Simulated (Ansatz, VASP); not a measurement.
CdSe in VASP and in Ansatz

```
Cd Se
1.0
     4.30000    0.00000    0.00000
    -2.15000    3.72391    0.00000
     0.00000    0.00000    7.02000
Cd Se
2 2
Direct
  0.33333 0.66667 0.00000
  0.66667 0.33333 0.50000
  0.33333 0.66667 0.38500
  0.66667 0.33333 0.88500
```

Alike in both runs: task single point; functional RPBE; k mesh 6 × 6 × 4; no spin polarisation.

```csv
,VASP,Ansatz
version,VASP 6.6.1,Ansatz 0.2.0
potentials or method,"VASP PAW PBE potentials, release 64 (Cd, Se), cutoff 520 eV","plane waves, PAW"
occupations,"gaussian, width 0.01 eV",fixed
valence electrons in the cell,36,72
```

Ansatz gave:

| Quantity | Value |
| --- | --- |
| gap on the k mesh at the Fermi level (eV) | 0.88 |
| pressure (GPa) | 5.0 |
| traceless stress, the component that is largest in VASP (GPa) | -1.44 |

**Question.** Estimate VASP's values.

**Answer.** gap on the k mesh at the Fermi level (eV): 0.88; pressure (GPa): 5.3; traceless stress, the component that is largest in VASP (GPa): -1.49.

VASP's potentials were made for PBE, not for RPBE. VASP's potentials hold 36 valence electrons a cell and Ansatz's 72, so a difference there can come from the potentials and not from the codes.
